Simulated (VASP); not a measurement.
Write the native input for VASP 6.6.1 that does the following.

```
Task                   : single point
Functional             : PBE
Potentials or basis    : VASP PAW PBE potentials, release 64 (Al, Ni)
Cutoff                 : 520 eV
k mesh                 : 14 × 14 × 14
Occupations            : gaussian, width 0.1 eV
Spin                   : no spin polarisation
Dipole correction      : no
Further INCAR settings : ALGO = Fast; EDIFF = 1e-06; NBANDS = 14
```

The structure of AlNi lies in POSCAR:

```
AlNi
1.0
    2.8638584685      0.0000000000      0.0000000000
    0.0000000000      2.8638584685      0.0000000000
    0.0000000000      0.0000000000      2.8638584685
Al Ni
1 1
Direct
    0.0000000000      0.0000000000      0.0000000000
    0.5000000000      0.5000000000      0.5000000000
```

This cell differs from its parent crystal: volume scaled by 0.97.

The input as run:

INCAR

```
SYSTEM = AlNi
ALGO = Fast
EDIFF = 1E-6
ENCUT = 520
GGA = PE
ISIF = 2
ISMEAR = 0
LASPH = .True.
LCHARG = .False.
LREAL = .False.
LWAVE = .False.
NBANDS = 14
NELM = 80
PREC = Accurate
SIGMA = 0.1
```

KPOINTS

```
k-points
0
Gamma
  14 14 14
  0 0 0
```

Potentials or basis: VASP PAW PBE potentials, release 64 (Al, Ni).

The run is started by

```sh
$ cat potpaw_PBE.64/Al/POTCAR potpaw_PBE.64/Ni/POTCAR > POTCAR
$ mpirun -np 1 vasp_std > vasp.out
```

It gave:

| Property | Result |
| --- | --- |
| Pressure | 5.0 GPa |

It took 22 s on 1 thread of AMD EPYC 9R45 96-Core Processor (Zen 5), on a shared host, peak memory 0.13 GiB.
